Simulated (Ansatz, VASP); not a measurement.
TiCo: VASP beside Ansatz

INCAR

```
SYSTEM = TiCo
ALGO = Normal
EDIFF = 1E-7
ENCUT = 520
GGA = PE
GGA_COMPAT = .FALSE.
ISIF = 2
ISMEAR = -5
LASPH = .TRUE.
LCHARG = .FALSE.
LMAXMIX = 4
LORBIT = 11
LORBMOM = .TRUE.
LREAL = .FALSE.
LSORBIT = .TRUE.
LWAVE = .FALSE.
MAGMOM = 0 0 0.32 0 0 1.35
NBANDS = 33
NELM = 150
PREC = Accurate
SIGMA = 0.1
```

The input KPOINTS:

```
k-points
0
G
  12 12 12
  0 0 0
```

The input POSCAR:

```
TiCo
1.0
    2.9850037129      0.0000000000      0.0000000000
    0.0000000000      2.9850037129      0.0000000000
    0.0000000000      0.0000000000      2.9850037129
Ti Co
1 1
Direct
    0.0000000000      0.0000000000      0.0000000000
    0.5000000000      0.5000000000      0.5000000000
```

Input for Ansatz:

```yaml
crystal:
  lattice:
    - [2.9850037129, 0.0, 0.0]
    - [0.0, 2.9850037129, 0.0]
    - [0.0, 0.0, 2.9850037129]
  atoms:
    - { symbol: Ti, position: [0.0, 0.0, 0.0], spin: 0.32, spin_axis: [0.0, 0.0, 1.0] }
    - { symbol: Co, position: [0.5, 0.5, 0.5], spin: 1.35, spin_axis: [0.0, 0.0, 1.0] }
basis:
  ecutwfc: 420
  ecutrho_ratio: 4
kpoints:
  mp_grid: { grid: [12, 12, 12] }
hamiltonian:
  xc: pbe
scf:
  occupations: { method: tetrahedron }
output:
  forces: true
  stress: true
magnetization:
  noncollinear: true
  spin_orbit: true
```

Alike in both runs: task single point; functional PBE; k mesh 12 × 12 × 12; occupations tetrahedron; non-collinear spin, spin-orbit coupling.

|  | VASP | Ansatz |
| --- | --- | --- |
| version | VASP 6.6.1 | Ansatz 0.2.0 |
| potentials or method | VASP PAW PBE potentials, release 64 (Ti_sv, Co), cutoff 520 eV | plane waves, PAW |
| valence electrons in the cell | 21 | 29 |

```tsv
	VASP	Ansatz	Ansatz less VASP
pressure (GPa)	-0.2	0.2	+0.48
net moment per atom (μB)	0.45	0.45	-0.003
```

VASP's potentials hold 21 valence electrons a cell and Ansatz's 29, so a difference there can come from the potentials and not from the codes. Ansatz's warnings: band table not solved further, stress scf threshold loose, tetrahedron derivatives may miss energy slope.
